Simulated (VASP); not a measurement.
A run of VASP 6.6.1 is set up as follows.

Contents of INCAR:

```
SYSTEM = SnO2
PREC = Accurate
ENCUT = 520
EDIFF = 1E-7
ISMEAR = 0
SIGMA = 0.05
LREAL = .FALSE.
LASPH = .TRUE.
NELM = 100
ALGO = Normal
ISIF = 2
LWAVE = .FALSE.
LCHARG = .FALSE.
GGA = PE
IVDW = 12
NBANDS = 49
```

The input KPOINTS:

```
regular mesh
0
G
  9 9 2
  0 0 0
```

File POSCAR:

```
SnO2
1.0
   -3.2372529198      0.0000000000      0.0000000000
   -1.6186264599     -2.8035432670      0.0000000000
    0.0000000000     -0.0000000001     12.8754773976
Sn O
3 6
Direct
    0.6666666667      0.6666666667      0.8333333333
    1.0000000000      0.0000000000      0.5000000000
    0.3333333333      0.3333333333      0.1666666667
    0.6666666667      0.6666666667      0.5769333518
    1.0000000000      0.0000000000      0.2436000185
    0.3333333333      0.3333333333      0.9102666852
    0.6666666667      0.6666666667      0.0897333148
    1.0000000000      0.0000000000      0.7563999815
    0.3333333333      0.3333333333      0.4230666482
```

Potentials or basis: VASP PAW PBE potentials, release 64 (Sn_d, O).

Run with:

```bash
$ cat potpaw_PBE.64/Sn_d/POTCAR potpaw_PBE.64/O/POTCAR > POTCAR
$ mpirun -np 1 vasp_std > vasp.out
```

Task: Estimate the largest force.

Result: 0.056 eV/Å.

Task: Estimate the dispersion energy per atom.

Result: -0.201 eV.

Task: Estimate the pressure.

Result: 0.7 GPa.

Stress tensor (GPa, compression positive):
```
0.92 0.00 0.00
0.00 0.92 0.00
0.00 0.00 0.23
```
